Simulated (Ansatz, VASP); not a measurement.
**F: VASP beside Ansatz**

```
CELL_PARAMETERS angstrom
3.18498 -1.83051 -0.24565
3.18498 1.83051 -0.24565
-2.39486 0.00000 7.33071
ATOMIC_POSITIONS crystal
F 0.08485 0.08485 0.10999
F 0.91515 0.91515 0.89001
F 0.50157 0.50157 0.59372
F 0.49843 0.49843 0.40628
```

Alike in both runs: task single point; functional PBEsol; k mesh 4 × 4 × 2; occupations gaussian, width 0.05 eV; no spin polarisation.

|  | VASP | Ansatz |
| --- | --- | --- |
| version | VASP 6.6.1 | Ansatz 0.2.0 |
| potentials or method | VASP PAW PBE potentials, release 64 (F), cutoff 520 eV | scalar-relativistic, plane waves, PAW |
| valence electrons in the cell | 28 | 28 |

|  | VASP | Ansatz | Ansatz less VASP |
| --- | --- | --- | --- |
| gap on the k mesh at the Fermi level (eV) | 1.28 | 1.31 | +0.034 |
| least direct gap on the mesh (eV) | 1.34 | 1.37 | +0.036 |
| pressure (GPa) | -5.7 | -5.7 | +0.01 |
| traceless stress, the component that is largest in VASP (GPa) | -8.38 | -9.18 | -0.802 |
| rms of the force components (eV/Å) | 1.621 | 1.701 | +0.0796 |

VASP's potentials were made for PBE, not for PBEsol. Atom by atom the forces differ by 0.153 eV/Å (rms over components).

The k mesh is coarse, so the values compare programs but aren't converged.
